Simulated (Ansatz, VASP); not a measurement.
Two plane-wave programs on AgCl

```
Ag Cl
1.0
     0.00748    2.99327    2.99327
     2.99327    0.00748    2.99327
     3.00075    3.00075    0.00000
Ag Cl
1 1
Cartesian
  0.0000 0.0000 0.0051
  1.5004 1.5004 1.4915
```

Change from the starting cell: shear_xy strain +0.5%.

Alike in both runs: task single point; functional PBE; k mesh 8 × 8 × 8; occupations fermi-dirac, width 0.02 eV; no spin polarisation.

|  | VASP | Ansatz |
| --- | --- | --- |
| version | VASP 6.6.1 | Ansatz 0.2.0 |
| potentials or method | VASP PAW PBE potentials, release 64 (Ag, Cl) | plane waves, PAW |
| plane-wave cutoff (eV) | 520 | 420 |
| valence electrons in the cell | 18 | 26 |

Ansatz gave:

- gap on the k mesh at the Fermi level (eV): 1.25
- pressure (GPa): 1.2

**Question.** Estimate VASP's values.

**Answer.** gap on the k mesh at the Fermi level (eV): 1.25; pressure (GPa): 1.1.

VASP's potentials hold 18 valence electrons a cell and Ansatz's 26, so a difference there can come from the potentials and not from the codes.
